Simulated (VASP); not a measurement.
A run of VASP 6.6.1 is set up as follows.

The input POSCAR:

```
Y
1.0
    3.6808463851      0.0000000000      0.0000000000
   -1.8404231926      3.1877064770      0.0000000000
    0.0000000000      0.0000000000      5.7206466204
Y
2
Direct
    0.3333333333      0.6666666667      0.2500000000
    0.6666666667      0.3333333333      0.7500000000
```

INCAR.step1

```
PREC = Accurate ; ENCUT = 520
ISMEAR = 1 ; SIGMA = 0.1
LREAL = False ; LASPH = True
NELM = 100 ; NBANDS = 18
GGA = PE ; ALGO = Normal
EDIFF = 1E-4 ; LWAVE = True
LCHARG = False
```

Contents of INCAR.step2:

```
PREC = Accurate ; ENCUT = 520
EDIFF = 1E-6 ; ISMEAR = 1
SIGMA = 0.1 ; LREAL = False
LASPH = True ; NELM = 100
ALGO = Normal ; ISIF = 2
LWAVE = False ; LCHARG = False
METAGGA = R2SCAN ; LMIXTAU = True
NBANDS = 18 ; ISTART = 1
```

The input KPOINTS:

```
Automatic mesh
0
Gamma
  10 10 6
```

Potentials or basis: VASP PAW PBE potentials, release 64 (Y_sv).

Command:

```console
$ cat potpaw_PBE.64/Y_sv/POTCAR > POTCAR
$ cp INCAR.step1 INCAR
$ mpirun -np 1 vasp_std > vasp.out
$ cp INCAR.step2 INCAR
$ mpirun -np 1 vasp_std > vasp.out
```

Problem. What does it give for the pressure?

Solution. -0.2 GPa.

Problem. What does it give for the band gap on the k mesh?

Solution. Zero (band 11 reaches 4.02 eV, above the bottom of band 12 at 2.38 eV).

Stress tensor (GPa, compression positive):
```
-0.02  0.00  0.00
 0.00 -0.02  0.00
 0.00  0.00 -0.63
```

Caveat: the PAW data sets were made with another functional, which shifts forces and pressure a little.
